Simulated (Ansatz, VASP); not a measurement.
**EuS, level by level in two programs**

```
CELL_PARAMETERS angstrom
0.00000 2.97850 2.97850
2.97850 0.00000 2.97850
2.97850 2.97850 0.00000
ATOMIC_POSITIONS crystal
Eu 0.00000 0.00000 0.00000
S 0.50000 0.50000 0.50000
```

Single points on this cell with VASP 6.6.1 and Ansatz 0.2.0. Each row is one pair of runs. Alike in all rows: spin: collinear, typed start; VASP's potentials, cutoff: VASP PAW PBE potentials, release 64 (Eu, S), 600 eV; Ansatz's potentials, cutoff: Ansatz PAW, 420 eV.

| level | k mesh | smearing | gap on the k mesh at the Fermi level (eV), VASP | gap on the k mesh at the Fermi level (eV), Ansatz | pressure (GPa), VASP | pressure (GPa), Ansatz | net moment per atom (μB), VASP | net moment per atom (μB), Ansatz |
| --- | --- | --- | --- | --- | --- | --- | --- | --- |
| PBE | 8 × 8 × 8 | fermi-dirac, width 0.05 eV | none | none | -2.7 | -2.5 | 3.49 | 3.49 |
| PBE | 14 × 14 × 14 | fermi-dirac, width 0.05 eV | none | none | -2.8 | -2.5 | 3.49 | 3.49 |
| PBE | 8 × 8 × 8 | gaussian, width 0.029 eV | none | none | -2.7 | -2.5 | 3.49 | 3.49 |

Pressure (GPa): the two programs differ by at most 0.26; net moment per atom (μB): the two programs differ by at most 0.003.

A gap of «none» marks a metal or a gap that the smearing closes.

Neither program's run includes spin-orbit coupling.
